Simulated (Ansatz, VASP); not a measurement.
**GaIr4Ru in VASP and in Ansatz**

```
Ga Ru Ir
1.0
     3.63873    0.00000    0.00000
     0.00000    3.63873    0.00000
     0.00000    0.00000    5.42834
Ga Ru Ir
1 1 4
Direct
  0.00000 0.00000 0.00000
  0.50000 0.50000 0.50000
  0.00000 0.50000 0.76448
  0.50000 0.00000 0.76448
  0.00000 0.50000 0.23552
  0.50000 0.00000 0.23552
```

Change from the starting cell: species swapped into the MgTiH4 type (P4/mmm, No. 123).

Alike in both runs: task single point; functional PBE; k mesh 6 × 6 × 4; occupations gaussian, width 0.1 eV; no spin polarisation.

|  | VASP | Ansatz |
| --- | --- | --- |
| version | VASP 6.6.1 | Ansatz 0.2.0 |
| potentials or method | VASP PAW PBE potentials, release 64 (Ga_d, Ru_pv, Ir), cutoff 520 eV | scalar-relativistic, plane waves, PAW |
| valence electrons in the cell | 63 | 97 |

Ansatz gave:

```
gap on the k mesh at the Fermi level (eV) : none
rms of the force components (eV/Å)        : 0.877
```

Task: What did VASP give for the same quantities?

Result: gap on the k mesh at the Fermi level (eV): none; rms of the force components (eV/Å): 0.902.

Atom by atom the forces differ by 0.025 eV/Å (rms over components). A gap of «none» marks a metal or a gap that the smearing closes. With one functional, cell and mesh, what is left measures potentials, basis and numerics. VASP's potentials hold 63 valence electrons a cell and Ansatz's 97, so a difference there can come from the potentials and not from the codes.

Spin-orbit coupling is off throughout.
